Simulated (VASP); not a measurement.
# TiCo2 in VASP: a series of runs, part 2 of 2

VASP 6.6.1.

## Step 4: Relaxation of cell and atoms, PBEsol, collinear spin

This run uses another cell than the first one, of 11.72 Å³/atom.

INCAR reads:

```
PREC = Accurate
ENCUT = 600
EDIFF = 1E-7
ISMEAR = 0
SIGMA = 0.1
LREAL = False
LASPH = True
NELM = 150
ALGO = Normal
ISIF = 3
LWAVE = False
LCHARG = False
ISPIN = 2
MAGMOM = -0.03 -0.03 0.15 0.15 0.15 0.15
LORBIT = 11
LMAXMIX = 4
GGA = PS
IBRION = 2
NSW = 100
EDIFFG = -0.005
KPAR = 4
```

KPOINTS reads:

```
Automatic mesh
0
Gamma
  10 10 10
```

POSCAR reads:

```
TiCo2
1.0
    0.0000000000      3.2763182987      3.2763182987
    3.2763182987      0.0000000000      3.2763182987
    3.2763182987      3.2763182987      0.0000000000
Ti Co
2 4
Direct
    0.5000000000      0.5000000000      0.5000000000
    0.7500000000      0.7500000000      0.7500000000
    0.1250000000      0.1250000000      0.1250000000
    0.6250000000      0.1250000000      0.1250000000
    0.1250000000      0.1250000000      0.6250000000
    0.1250000000      0.6250000000      0.1250000000
```

Potentials or basis: VASP PAW PBE potentials, release 64 (Ti_sv, Co).

Launch:

```console
> cat potpaw_PBE.64/Ti_sv/POTCAR potpaw_PBE.64/Co/POTCAR > POTCAR
> mpirun -np 4 vasp_std > vasp.out
```

OUTCAR:

```text
PREC = Accurate
   ENCUT = 600
   EDIFF = 1E-7
   ISMEAR = 0
   LREAL = False
   LASPH = True
   NELM = 150
   ISIF = 3
   ISPIN = 2
   LORBIT = 11
   GGA = PS
   IBRION = 2
   NSW = 100
   EDIFFG = -0.005

 ion  position               nearest neighbor table
   1  0.500  0.500  0.500-   3 2.72   3 2.72   3 2.72   5 2.72   4 2.72   5 2.72   6 2.72   4 2.72
                             6 2.72   4 2.72   5 2.72   6 2.72   2 2.84   2 2.84   2 2.84   2 2.84
   2  0.750  0.750  0.750-   3 2.72   3 2.72   3 2.72   4 2.72   4 2.72   6 2.72   5 2.72   4 2.72
                             5 2.72   6 2.72   5 2.72   6 2.72   1 2.84   1 2.84   1 2.84   1 2.84
   3  0.125  0.125  0.125-   4 2.32   5 2.32   6 2.32   5 2.32   6 2.32   4 2.32   1 2.72   2 2.72
                             1 2.72   2 2.72   1 2.72   2 2.72
   4  0.625  0.125  0.125-   3 2.32   5 2.32   6 2.32   3 2.32   5 2.32   6 2.32   2 2.72   1 2.72
                             1 2.72   2 2.72   2 2.72   1 2.72
   5  0.125  0.125  0.625-   3 2.32   3 2.32   4 2.32   6 2.32   6 2.32   4 2.32   1 2.72   2 2.72
                             1 2.72   2 2.72   1 2.72   2 2.72
   6  0.125  0.625  0.125-   3 2.32   5 2.32   3 2.32   4 2.32   5 2.32   4 2.32   2 2.72   1 2.72
                             2 2.72   2 2.72   1 2.72   1 2.72

  LATTYP: Found a face centered cubic cell.
 ALAT       =     6.5526365974

  Lattice vectors:

 A1 = (   0.0000000000,   3.2763182987,   3.2763182987)
 A2 = (   3.2763182987,   0.0000000000,   3.2763182987)
 A3 = (   3.2763182987,   3.2763182987,   0.0000000000)

Analysis of symmetry for initial positions (statically):
=====================================================================
 Subroutine PRICEL returns:
 Original cell was already a primitive cell.

 Routine SETGRP: Setting up the symmetry group for a
 face centered cubic supercell.

 Subroutine GETGRP returns: Found 48 space group operations
 (whereof 24 operations were pure point group operations)
 out of a pool of 48 trial point group operations.

The static configuration has the point symmetry T_d .
 The point group associated with its full space group is O_h .

Analysis of symmetry for dynamics (positions and initial velocities):
=====================================================================
 Subroutine PRICEL returns:
 Original cell was already a primitive cell.

 Routine SETGRP: Setting up the symmetry group for a
 face centered cubic supercell.

 Subroutine GETGRP returns: Found 48 space group operations
 (whereof 24 operations were pure point group operations)
 out of a pool of 48 trial point group operations.

The dynamic configuration has the point symmetry T_d .
 The point group associated with its full space group is O_h .

Analysis of structural, dynamic, and magnetic symmetry:
=====================================================================
 Subroutine PRICEL returns:
 Original cell was already a primitive cell.

 Routine SETGRP: Setting up the symmetry group for a
 face centered cubic supercell.

 Subroutine GETGRP returns: Found 48 space group operations
 (whereof 24 operations were pure point group operations)
 out of a pool of 48 trial point group operations.

The overall configuration has the point symmetry T_d .
 The point group associated with its full space group is O_h .

 Subroutine INISYM returns: Found 48 space group operations
 (whereof 24 operations are pure point group operations),
 and found     1 'primitive' translations

[... 101 lines left out ...]
   NELM   =    150;   NELMIN=  2; NELMDL= -5     # of ELM steps
   EDIFF  = 0.1E-06   stopping-criterion for ELM
   LREAL  =      F    real-space projection
   EDIFFG = -.5E-02   stopping-criterion for IOM
   NSW    =    100    number of steps for IOM
   IBRION =      2    ionic relax: 0-MD 1-quasi-New 2-CG
   NFREE  =      1    steps in history (QN), initial steepest desc. (CG)
   ISIF   =      3    stress and relaxation
   ISYM   =      2    0-nonsym 1-usesym 2-fastsym
   POTIM  = 0.5000    time-step for ionic-motion
   TEBEG  =    0.0;   TEEND  =   0.0 temperature during run
   PSTRESS=    0.0 pullay stress
   NELECT =      60.0000    total number of electrons
   NUPDOWN=      -1.0000    fix difference up-down
   EMIN   =  10.00;   EMAX   =-10.00  energy-range for DOS
   EFERMI =   0.00;   METHOD = LEGACY
   ISMEAR =     0;   SIGMA  =   0.10  broadening in eV -4-tet -1-fermi 0-gaus
   EFERMI_NEDOS =   21; number of points for ismear=-14 and -15
   IALGO  =     38    algorithm
   IMIX   =      4    mixing-type and parameters
     AMIX     =   0.40;   BMIX     =  1.00
     AMIX_MAG =   1.60;   BMIX_MAG =  1.00
  volume/ion in A,a.u.               =      11.72        79.11
  Fermi-wavevector in a.u.,A,eV,Ry     =   1.552610  2.934008 32.798192  2.410599
  Thomas-Fermi vector in A             =   2.656961
   LORBIT       =     11    0 simple, 1 ext, 2 COOP (PROOUT), +10 PAW based schemes
   GGA     = PS    functional components
   LHFCALC =     F    Hartree Fock is set to
   AEXX    =    0.0000 exact exchange contribution
   IVDW    =     0    specifies the selected vdW correction
   LEPSILON=     F    determine dielectric tensor
   LRPA    =     F    only Hartree local field effects (RPA)
 conjugate gradient relaxation of ions
 spin polarized calculation
 Gauss-broadening in eV      SIGMA  =   0.10
  energy-cutoff  :      600.00
  volume of cell :       70.34
 maximum number of plane-waves:      2397
 NGX is ok and might be reduce to    40
   NGX = 19   NGY = 19   NGZ = 19

--------------------------------------- Ionic step        1  -------------------------------------------

 number of electron      60.0000011 magnetization       0.0028516

 number of electron      60.0000011 magnetization      -0.0001992

 Free energy of the ion-electron system (eV)
  ---------------------------------------------------
  ext. energy  EPLUGINS =         0.00000000
  ---------------------------------------------------
  free energy    TOTEN  =       -49.74400688 eV

  energy without entropy =      -49.70236682  energy(sigma->0) =      -49.72318685

------------------------ aborting loop because EDIFF is reached ----------------------------------------

  FORCE on cell =-STRESS in cart. coord.  units (eV):
  Direction    XX          YY          ZZ          XY          YZ          ZX
  --------------------------------------------------------------------------------------
  -------------------------------------------------------------------------------------
  Total       -0.3327983     -0.3327983     -0.3327983      0.0000000     -0.0000000      0.0000000
  in kB       -7.5805974     -7.5805974     -7.5805974      0.0000000     -0.0000000      0.0000000
  external PRESSURE =      -7.5805974 kB  Pullay stress =       0.0000000 kB
[... 67 lines left out ...]
--------------------------------------- Ionic step        3  -------------------------------------------

 number of electron      60.0000012 magnetization      -0.0000617

 Free energy of the ion-electron system (eV)
  ---------------------------------------------------
  ext. energy  EPLUGINS =         0.00000000
  ---------------------------------------------------
  free energy    TOTEN  =       -49.74454558 eV

  energy without entropy =      -49.70309661  energy(sigma->0) =      -49.72382110

 E-fermi :  10.6599     XC(G=0): -13.3434

 val. band max:       10.6483452460   @ k =   0.5000   0.4000   0.0000
 cond. band min:      10.6641424322   @ k =   0.5000   0.3000   0.1000
 fundamental gap:      0.0157971863
 Fermi energy:        10.6599091484

 spin component 1

 k-point     1 :       0.0000    0.0000    0.0000
  band No.  band energies     occupation
      1     -46.1775      1.00000
      2     -46.0662      1.00000
      3     -22.5969      1.00000
      4     -22.5969      1.00000
      5     -22.5969      1.00000
      6     -22.3637      1.00000
[... 925 lines left out ...]
     35      11.7941      0.00000
     36      12.3174      0.00000

 [... further k-points ...]

 spin component 2

 k-point     1 :       0.0000    0.0000    0.0000
  band No.  band energies     occupation
      1     -46.1774      1.00000
      2     -46.0662      1.00000
      3     -22.5969      1.00000
      4     -22.5969      1.00000
      5     -22.5969      1.00000
      6     -22.3637      1.00000
[... 960 lines left out ...]
  FREE ENERGIE OF THE ION-ELECTRON SYSTEM (eV)
  ---------------------------------------------------
  free  energy   TOTEN  =       -49.7445455766 eV

  energy  without entropy=      -49.7030966147  energy(sigma->0) =      -49.72382110

 reached required accuracy - stopping structural energy minimisation

 total charge

# of ion       s       p       d       tot
------------------------------------------
    1        2.231   6.168   1.868  10.267
    2        2.231   6.168   1.868  10.267
    3        0.568   0.613   7.356   8.537
    4        0.568   0.613   7.356   8.537
    5        0.568   0.613   7.356   8.537
    6        0.568   0.613   7.356   8.537
--------------------------------------------------
tot          6.732  14.789  33.160  54.681

 magnetization (x)

# of ion       s       p       d       tot
------------------------------------------
    1        0.000   0.000   0.000   0.000
    2        0.000   0.000   0.000   0.000
    3       -0.000   0.000  -0.000  -0.000
    4       -0.000   0.000  -0.000  -0.000
    5       -0.000   0.000  -0.000  -0.000
    6       -0.000   0.000  -0.000  -0.000
--------------------------------------------------
tot          0.000   0.000  -0.000  -0.000
```

It took 12 min on 4 MPI ranks of Oxide Virtual Turin-like, shared host; peak memory 0.42 GiB.

What came out:

```
Free energy                                           : -49.7445 eV
Relaxed volume                                        : 11.68 Å³/atom
Relaxed cell                                          : a = 4.628 Å, b = 4.628 Å, c = 4.628 Å, α = 60.00°, β = 60.00°, γ = 60.00°
Space group after relaxing (to 0.1 Å)                 : Fd-3m (No. 227)
Energy gained by relaxing                             : 0.1 meV/atom
Ionic steps                                           : 3
Pressure after relaxing                               : 0.0 GPa
Band gap on the k mesh                                : zero (filled and empty bands overlap)
Net moment                                            : 0.00 μB per cell
Valence electrons inside the program's atomic spheres : Ti 10.27; Co 8.54
```

Step by step:
```
step  energy change (eV)  largest force (eV/Å)  pressure (GPa)  volume (Å³)
   1              0.0000                0.0000           -0.76        70.34
   2              0.0006                0.0000            1.10        69.77
   3             -0.0005                0.0000            0.01        70.11
```

Final structure:
```
Ti Co
1.0
     0.00000    3.27275    3.27275
     3.27275    0.00000    3.27275
     3.27275    3.27275    0.00000
Ti Co
2 4
Direct
  0.50000 0.50000 0.50000
  0.75000 0.75000 0.75000
  0.12500 0.12500 0.12500
  0.62500 0.12500 0.12500
  0.12500 0.12500 0.62500
  0.12500 0.62500 0.12500
```

Caveat: the PAW data sets were made with another functional, which shifts forces and pressure a little.

## Step 5: Summary

```csv
task,spin,cell,cutoff (eV),second try,gap on the mesh (eV),pressure (GPa),moment (μB)
single point,off,"a = 4.630, b = 4.630, c = 4.494 Å, angles 60.9, 60.9, 60.6°, 6 atoms, atomic positions A",520,-,none,2.8,-
single point,collinear,"a = 4.633 Å, angles 60.0°, 6 atoms, atomic positions B",550,not_converged,none,-0.7,0.00
relaxation of cell and atoms,collinear,"relaxed from a = 4.633 Å, angles 60.0°, 6 atoms, atomic positions B",600,-,none,0.0,0.00
```

Alike in all rows: level PBEsol; potentials or basis VASP PAW PBE potentials, release 64 (Ti_sv, Co); k mesh 10 × 10 × 10; smearing gaussian 0.1 eV.

Caveats: the PAW data sets were made with another functional, which shifts forces and pressure a little.

Total energies depend on the potentials used, so only differences within one code and one set of settings carry meaning.
